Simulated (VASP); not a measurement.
# V (Im-3m) in VASP: a series of runs

The runs below take V through single point, relaxation of cell and atoms, with LDA.

Everything below comes from runs of VASP 6.6.1. Logs are shortened: lines on timing, memory, paths and dates and some standing lists are left out, and cuts for length are marked.

### Step 1. The cell of the first run

Symmetry: Im-3m, No. 229, cubic system. The conventional cell has a = 2.928 Å, b = 2.928 Å, c = 2.928 Å, α = 90.00°, β = 90.00°, γ = 90.00°. V (site symmetry m-3m) has 14 V at 2.54 to 2.93 Å within 3.3 Å.

### Step 2. Single point, LDA

INCAR

```
SYSTEM = V
ALGO     = Normal         ! electronic algorithm
EDIFF    = 1E-6           ! SCF threshold, eV
ENCUT    = 500            ! plane-wave cutoff, eV
GGA_COMPAT= .False.      
ISIF     = 2              ! what is computed and relaxed
ISMEAR   = -1             ! smearing method
LASPH    = .True.         ! aspherical terms in the spheres
LCHARG   = .False.        ! write CHGCAR
LREAL    = .False.        ! projectors in reciprocal space
LWAVE    = .False.        ! write WAVECAR
NBANDS   = 12             ! bands
NELM     = 120            ! most SCF steps
PREC     = Accurate       ! precision mode
SIGMA    = 0.1            ! smearing width, eV
```

KPOINTS

```
k-points
0
Gamma
  15 15 15
  0 0 0
```

POSCAR

```
V
1.0
   -1.4638185223      1.4638185223      1.4638185223
    1.4638185223     -1.4638185223      1.4638185223
    1.4638185223      1.4638185223     -1.4638185223
V
1
Direct
    0.0000000000      0.0000000000      0.0000000000
```

Potentials or basis: VASP PAW LDA potentials, release 64 (V_sv).

Launch:

```sh
cat potpaw_LDA.64/V_sv/POTCAR > POTCAR
mpirun -np 1 vasp_std > vasp.out
```

OUTCAR:

```text
SYSTEM = V
   EDIFF = 1E-6
   ENCUT = 500
   ISIF = 2
   ISMEAR = -1
   LASPH = .True.
   LREAL = .False.
   NELM = 120
   PREC = Accurate

 ion  position               nearest neighbor table
   1  0.000  0.000  0.000-

  LATTYP: Found a body centered cubic cell.
 ALAT       =     2.9276370446

  Lattice vectors:

 A1 = (  -1.4638185223,   1.4638185223,   1.4638185223)
 A2 = (   1.4638185223,  -1.4638185223,   1.4638185223)
 A3 = (   1.4638185223,   1.4638185223,  -1.4638185223)

Analysis of symmetry for initial positions (statically):
=====================================================================
 Subroutine PRICEL returns:
 Original cell was already a primitive cell.

 Routine SETGRP: Setting up the symmetry group for a
 body centered cubic supercell.

 Subroutine GETGRP returns: Found 48 space group operations
 (whereof 48 operations were pure point group operations)
 out of a pool of 48 trial point group operations.

The static configuration has the point symmetry O_h .

Analysis of symmetry for dynamics (positions and initial velocities):
=====================================================================
 Subroutine PRICEL returns:
 Original cell was already a primitive cell.

 Routine SETGRP: Setting up the symmetry group for a
 body centered cubic supercell.

 Subroutine GETGRP returns: Found 48 space group operations
 (whereof 48 operations were pure point group operations)
 out of a pool of 48 trial point group operations.

The dynamic configuration has the point symmetry O_h .

 Subroutine INISYM returns: Found 48 space group operations
 (whereof 48 operations are pure point group operations),
 and found     1 'primitive' translations

----------------------------------------------------------------------------------------

                                     Primitive cell

  volume of cell :      12.5465

  direct lattice vectors                    reciprocal lattice vectors
    -1.463818522  1.463818522  1.463818522     0.000000000  0.341572396  0.341572396
     1.463818522 -1.463818522  1.463818522     0.341572396  0.000000000  0.341572396
     1.463818522  1.463818522 -1.463818522     0.341572396  0.341572396  0.000000000

  length of vectors
     2.535408054  2.535408054  2.535408054     0.483056315  0.483056315  0.483056315

  position of ions in fractional coordinates (direct lattice)
     0.000000000  0.000000000  0.000000000

  ion indices of the primitive-cell ions
   primitive index   ion index
                 1           1

----------------------------------------------------------------------------------------

 KPOINTS: k-points

Automatic generation of k-mesh.
 Grid dimensions read from file:
 generate k-points for:   15   15   15

 Generating k-lattice:

  Cartesian coordinates                     Fractional coordinates (reciprocal lattice)
     0.000000000  0.022771493  0.022771493     0.066666667  0.000000000  0.000000000
     0.022771493  0.000000000  0.022771493     0.000000000  0.066666667  0.000000000
     0.022771493  0.022771493  0.000000000     0.000000000  0.000000000  0.066666667

  Length of vectors
     0.032203754  0.032203754  0.032203754

  Shift w.r.t. Gamma in fractional coordinates (k-lattice)
     0.000000000  0.000000000  0.000000000

 Subroutine IBZKPT returns following result:
 ===========================================

 Found    120 irreducible k-points:

 Following reciprocal coordinates:
            Coordinates               Weight
  0.000000  0.000000  0.000000      1.000000
  0.066667  0.000000  0.000000     12.000000
  0.133333  0.000000  0.000000     12.000000
  0.200000  0.000000  0.000000     12.000000
  0.266667  0.000000  0.000000     12.000000
  0.333333  0.000000  0.000000     12.000000
[... 16 lines left out ...]
  0.333333  0.200000  0.000000     48.000000
  0.400000  0.200000  0.000000     24.000000
 [... further k-points ...]
   k-points           NKPTS =    120   k-points in BZ     NKDIM =    120   number of bands    NBANDS=     12
   number of dos      NEDOS =    301   number of ions     NIONS =      1
   total plane-waves  NPLWV =   5832
   dimension x,y,z NGX =    18 NGY =   18 NGZ =   18
   dimension x,y,z NGXF=    36 NGYF=   36 NGZF=   36
   ions per type =               1
   NGX,Y,Z   is equivalent  to a cutoff of  11.80, 11.80, 11.80 a.u.
   NGXF,Y,Z  is equivalent  to a cutoff of  23.61, 23.61, 23.61 a.u.
 SYSTEM =  V
   PREC   = accura    normal or accurate (medium, high low for compatibility)
   ISTART =      0    job   : 0-new  1-cont  2-samecut
   ICHARG =      2    charge: 1-file 2-atom 10-const
   ISPIN  =      1    spin polarized calculation?
   LNONCOLLINEAR =      F non collinear calculations
   LSORBIT =      F    spin-orbit coupling
   LASPH  =      T    aspherical Exc in radial PAW
   ENCUT  =  500.0 eV  36.75 Ry    6.06 a.u.   4.62  4.62  4.62*2*pi/ulx,y,z
   NELM   =    120;   NELMIN=  2; NELMDL= -5     # of ELM steps
   EDIFF  = 0.1E-05   stopping-criterion for ELM
   LREAL  =      F    real-space projection
[... 7 lines left out ...]
   TEBEG  =    0.0;   TEEND  =   0.0 temperature during run
   PSTRESS=    0.0 pullay stress
   NELECT =      13.0000    total number of electrons
   NUPDOWN=      -1.0000    fix difference up-down
   EMIN   =  10.00;   EMAX   =-10.00  energy-range for DOS
   EFERMI =   0.00;   METHOD = LEGACY
   ISMEAR =    -1;   SIGMA  =   0.10  broadening in eV -4-tet -1-fermi 0-gaus
   EFERMI_NEDOS =   21; number of points for ismear=-14 and -15
   IALGO  =     38    algorithm
   IMIX   =      4    mixing-type and parameters
     AMIX     =   0.40;   BMIX     =  1.00
     AMIX_MAG =   1.60;   BMIX_MAG =  1.00
  volume/ion in A,a.u.               =      12.55        84.67
  Fermi-wavevector in a.u.,A,eV,Ry     =   1.656591  3.130504 37.338397  2.744295
  Thomas-Fermi vector in A             =   2.744490
   LORBIT       =      0    0 simple, 1 ext, 2 COOP (PROOUT), +10 PAW based schemes
   GGA     = CA    functional components
   LHFCALC =     F    Hartree Fock is set to
   AEXX    =    0.0000 exact exchange contribution
   IVDW    =     0    specifies the selected vdW correction
   LEPSILON=     F    determine dielectric tensor
   LRPA    =     F    only Hartree local field effects (RPA)
 non-spin polarized calculation
  energy-cutoff  :      500.00
  volume of cell :       12.55
 maximum number of plane-waves:       333
   NGX =  9   NGY =  9   NGZ =  9

 number of electron      13.0000013 magnetization

 Free energy of the ion-electron system (eV)
  ---------------------------------------------------
  ext. energy  EPLUGINS =         0.00000000
  ---------------------------------------------------
  free energy    TOTEN  =        -9.97701911 eV

  energy without entropy =       -9.92618505  energy(sigma->0) =       -9.95160208

 E-fermi :  10.4253     XC(G=0): -13.6211

 val. band max:       10.4203917454   @ k =   0.4000   0.2000   0.0000
 cond. band min:      10.4292102491   @ k =  -0.3333   0.3333   0.0667
 fundamental gap:      0.0088185036
 Fermi energy:        10.4252809448

 k-point     1 :       0.0000    0.0000    0.0000
  band No.  band energies     occupation
      1     -52.4847      2.00000
      2     -26.0547      2.00000
      3     -26.0547      2.00000
      4     -26.0547      2.00000
      5       3.7482      2.00000
      6      10.8005      0.04587
      7      10.8005      0.04587
      8      10.8005      0.04587
      9      12.9823      0.00000
     10      12.9823      0.00000
     11      31.4934      0.00000
     12      31.4934      0.00000

 k-point     2 :       0.0667    0.0000    0.0000
  band No.  band energies     occupation
      1     -52.4731      2.00000
      2     -26.1073      2.00000
      3     -26.0704      2.00000
      4     -26.0551      2.00000
      5       3.9405      2.00000
      6      10.7154      0.10418
      7      10.7824      0.05470
      8      10.9425      0.01128
      9      12.8837      0.00000
     10      12.9877      0.00000
     11      31.2403      0.00000
     12      31.4843      0.00000

 k-point     3 :       0.1333    0.0000    0.0000
  band No.  band energies     occupation
      1     -52.4400      2.00000
      2     -26.2547      2.00000
      3     -26.1148      2.00000
      4     -26.0564      2.00000
      5       4.4906      2.00000
      6      10.4819      0.72409
      7      10.6922      0.12968
      8      11.3558      0.00018
      9      12.6865      0.00000
     10      13.0084      0.00000
     11      30.4148      0.00000
     12      31.2654      0.00000
[... 286 lines left out ...]
 k-point    23 :       0.3333    0.2000    0.0000
  band No.  band energies     occupation
      1     -52.1978      2.00000
      2     -27.0492      2.00000
      3     -26.5485      2.00000
      4     -26.1683      2.00000
      5       7.9345      2.00000
      6       9.2011      1.99999
      7      10.2727      1.64281
      8      12.8785      0.00000
      9      13.6020      0.00000
     10      16.7953      0.00000
     11      22.2241      0.00000
     12      24.8725      0.00000

 k-point    24 :       0.4000    0.2000    0.0000
  band No.  band energies     occupation
      1     -52.1880      2.00000
      2     -27.0681      2.00000
      3     -26.5796      2.00000
      4     -26.1706      2.00000
      5       7.9100      2.00000
      6       9.1967      1.99999
      7      10.4204      1.02444
      8      12.9459      0.00000
      9      13.6597      0.00000
     10      17.4138      0.00000
     11      21.3342      0.00000
     12      24.6559      0.00000

 [... further k-points ...]

------------------------ aborting loop because EDIFF is reached ----------------------------------------

  FORCE on cell =-STRESS in cart. coord.  units (eV):
  Direction    XX          YY          ZZ          XY          YZ          ZX
  --------------------------------------------------------------------------------------
  -------------------------------------------------------------------------------------
  Total        0.0251295      0.0251295      0.0251295      0.0000000     -0.0000000      0.0000000
  in kB        3.2090276      3.2090276      3.2090276      0.0000000     -0.0000000      0.0000000
  external PRESSURE =       3.2090276 kB  Pullay stress =       0.0000000 kB

 VOLUME and BASIS-vectors are now :
 -----------------------------------------------------------------------------
  energy-cutoff  :      500.00
  volume of cell :       12.55
      direct lattice vectors                 reciprocal lattice vectors
    -1.463818522  1.463818522  1.463818522     0.000000000  0.341572396  0.341572396
     1.463818522 -1.463818522  1.463818522     0.341572396  0.000000000  0.341572396
     1.463818522  1.463818522 -1.463818522     0.341572396  0.341572396  0.000000000

 POSITION                                       TOTAL-FORCE (eV/Angst)
 -----------------------------------------------------------------------------------
      0.00000      0.00000      0.00000        -0.000000     -0.000000     -0.000000
 -----------------------------------------------------------------------------------
    total drift:                                0.000000      0.000000      0.000000

  FREE ENERGIE OF THE ION-ELECTRON SYSTEM (eV)
  ---------------------------------------------------
  free  energy   TOTEN  =        -9.9770191066 eV

  energy  without entropy=       -9.9261850537  energy(sigma->0) =       -9.95160208
```

Run time: 19 s. Hardware: 1 thread of Intel Xeon 8259CL, shared host; peak memory 0.13 GiB.

What came out:

- Free energy: -9.9770 eV
- Pressure: 0.3 GPa
- Band gap on the k mesh: zero (an odd number of electrons rules out a gap without spin polarisation)

### Step 3. Relaxation of cell and atoms, LDA

This run uses another cell than the first one, of 13.83 Å³/atom.

INCAR

```
SYSTEM = V
PREC = Accurate
ENCUT = 500
EDIFF = 1E-7
ISMEAR = -1
SIGMA = 0.1
LREAL = .False.
LASPH = .True.
NELM = 120
ALGO = Normal
ISIF = 3
LWAVE = .False.
LCHARG = .False.
IBRION = 2
NSW = 80
EDIFFG = -0.01
GGA_COMPAT = .False.
NELMIN = 4
```

KPOINTS

```
Automatic mesh
0
Gamma
  15 15 15
  0 0 0
```

POSCAR

```
V
1.0
   -1.5120000000      1.5120000000      1.5120000000
    1.5120000000     -1.5120000000      1.5120000000
    1.5120000000      1.5120000000     -1.5120000000
V
1
Direct
    0.0000000000      0.0000000000      0.0000000000
```

Potentials or basis: VASP PAW LDA potentials, release 64 (V_sv).

Launch:

```sh
cat potpaw_LDA.64/V_sv/POTCAR > POTCAR
mpirun -np 1 vasp_std > vasp.out
```

Wall time 54 s (1 thread of Intel Xeon 8259CL, shared host); peak memory 0.14 GiB.

Results (log left out):

* Free energy: -9.9779 eV
* Relaxed volume: 12.58 Å³/atom
* Relaxed cell: a = 2.538 Å, b = 2.538 Å, c = 2.538 Å, α = 109.47°, β = 109.47°, γ = 109.47°
* Space group after relaxing (to 0.1 Å): Im-3m (No. 229)
* Energy gained by relaxing: 69.9 meV/atom
* Ionic steps: 4
* Pressure after relaxing: -0.1 GPa
* Band gap on the k mesh: zero (an odd number of electrons rules out a gap without spin polarisation)

Step by step:
```
step  energy change (eV)  largest force (eV/Å)  pressure (GPa)  volume (Å³)
   1              0.0000                0.0000          -16.68        13.83
   2              0.0608                0.0000           32.11        11.14
   3             -0.0699                0.0000           -0.60        12.61
   4             -0.0699                0.0000           -0.05        12.58
```

Final structure:
```cif
data_structure
_symmetry_space_group_name_H-M 'P 1'
_symmetry_Int_Tables_number 1
_cell_length_a 2.5378
_cell_length_b 2.5378
_cell_length_c 2.5378
_cell_angle_alpha 109.471
_cell_angle_beta 109.471
_cell_angle_gamma 109.471
_cell_volume 12.58
loop_
_atom_site_label
_atom_site_type_symbol
_atom_site_fract_x
_atom_site_fract_y
_atom_site_fract_z
_atom_site_occupancy
V1 V 0.00000 0.00000 0.00000 1
```

Levels at points of the mesh, in eV from the Fermi level:
| k point | band 3 | band 4 | band 5 | band 6 | band 7 | band 8 | band 9 | band 10 |
| --- | --- | --- | --- | --- | --- | --- | --- | --- |
| (0.00, 0.00, 0.00) | -36.49 | -36.49 | -6.67 | 0.37 | 0.37 | 0.37 | 2.55 | 2.55 |

### Step 4. Single point, LDA

INCAR

```
PREC = Accurate ; ENCUT = 500
EDIFF = 1E-6 ; ISMEAR = -1
SIGMA = 0.1 ; LREAL = F
LASPH = T ; NELM = 120
ALGO = Normal ; ISIF = 2
LWAVE = F ; LCHARG = T
LELF = T ; LVHAR = T
NBANDS = 12 ; GGA_COMPAT = F
```

KPOINTS

```
regular mesh
0
Gamma
  25 25 25
```

POSCAR

```
V
1.0
   -1.4638185223      1.4638185223      1.4638185223
    1.4638185223     -1.4638185223      1.4638185223
    1.4638185223      1.4638185223     -1.4638185223
V
1
Direct
    0.0000000000      0.0000000000      0.0000000000
```

Launch:

```sh
cat potpaw_LDA.64/V_sv/POTCAR > POTCAR
mpirun -np 1 vasp_std > vasp.out
```

Wall time 61 s (1 thread of Intel Xeon 8259CL, shared host); peak memory 0.17 GiB.

It converged, with:

| Property | Result |
| --- | --- |
| Free energy | -9.9763 eV |
| Pressure | 0.3 GPa |
| Band gap on the k mesh | zero (an odd number of electrons rules out a gap without spin polarisation) |

Levels at points of the mesh, in eV from the Fermi level:
| k point | band 3 | band 4 | band 5 | band 6 | band 7 | band 8 | band 9 | band 10 | band 11 | band 12 |
| --- | --- | --- | --- | --- | --- | --- | --- | --- | --- | --- |
| (0.00, 0.00, 0.00) | -36.48 | -36.48 | -6.67 | 0.38 | 0.38 | 0.38 | 2.56 | 2.56 | 21.07 | 21.07 |

### Step 5. The runs side by side

| task | cell | k mesh | gap on the mesh (eV) | pressure (GPa) |
| --- | --- | --- | --- | --- |
| single point | a = 2.535 Å, angles 109.5°, 1 atom | 15 × 15 × 15 | none | 0.3 |
| relaxation of cell and atoms | relaxed from a = 2.619 Å, angles 109.5°, 1 atom | 15 × 15 × 15 | none | -0.1 |
| single point | a = 2.535 Å, angles 109.5°, 1 atom | 25 × 25 × 25 | none | 0.3 |

Alike in all rows: level LDA; potentials or basis VASP PAW LDA potentials, release 64 (V_sv); no spin polarisation; cutoff (eV) 500; smearing fermi-dirac 0.1 eV.

Absolute energies hang on the potentials; compare differences alone.
